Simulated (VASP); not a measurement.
CuO: single point with LDA

The system is CuO.

```
Cu O
1.0
     2.28178   -1.66740    0.00000
     2.28178    1.66740    0.00000
    -0.82822    0.00000    4.92812
Cu O
2 2
Direct
  0.00000 0.50000 0.00000
  0.50000 0.00000 0.50000
  0.58160 0.41840 0.25000
  0.41840 0.58160 0.75000
```

| Property | Result |
| --- | --- |
| Program | VASP 6.6.1 |
| Task | single point |
| Functional | LDA |
| Potentials or basis | VASP PAW LDA potentials, release 64 (Cu, O) |
| Cutoff | 520 eV |
| k mesh | 10 × 10 × 6 |
| Occupations | fermi-dirac, width 0.1 eV |
| Spin | no spin polarisation |
| Dipole correction | no |
| Further INCAR settings | ALGO = Normal; EDIFF = 1e-07; NBANDS = 25 |

```
Pressure               : 6.9 GPa
Largest force          : 0.157 eV/Å
Band gap on the k mesh : zero (bands 17 and 18 overlap by 0.72 eV)
```

Forces on the atoms (eV/Å):
```
Cu   0.000  0.000  0.000
Cu   0.000  0.000  0.000
O    0.000  0.157  0.000
O    0.000 -0.157  0.000
```

Stress tensor (GPa, compression positive):
```
 6.65  0.00 -1.73
 0.00  6.85  0.00
-1.73  0.00  7.07
```

Levels at points of the mesh, in eV from the Fermi level:
```
           k point  band 14  band 15  band 16  band 17  band 18  band 19  band 20  band 21
(0.00, 0.00, 0.00)    -2.49    -2.43    -1.83     0.23     1.02     2.05     6.06     8.56
(0.50, 0.00, 0.00)    -1.79    -1.69    -1.57    -0.01     0.23     4.73     6.58     7.27
(0.50, 0.50, 0.00)    -2.40    -1.77    -1.36    -0.72     1.15     3.03     7.28     8.53
(0.00, 0.00, 0.50)    -2.46    -1.69    -1.69     0.22     0.22     4.23     4.23    11.91
(0.50, 0.00, 0.50)    -2.39    -1.91    -1.79    -0.07     0.81     5.05     6.83     8.12
(0.50, 0.50, 0.50)    -1.86    -1.46    -1.46    -0.44    -0.44     5.05     5.05     9.38
```

It took 3.5 min on 1 thread of Intel Xeon 8259CL (shared host), peak memory 0.24 GiB.

Caveat: the cell stands under pressure; semilocal functionals often make such compounds metallic where correlation or magnetic order opens a gap, which also shifts bond lengths. With open d or f shells a metallic result of LDA can be an artefact of self-interaction; +U or a hybrid may open a gap.
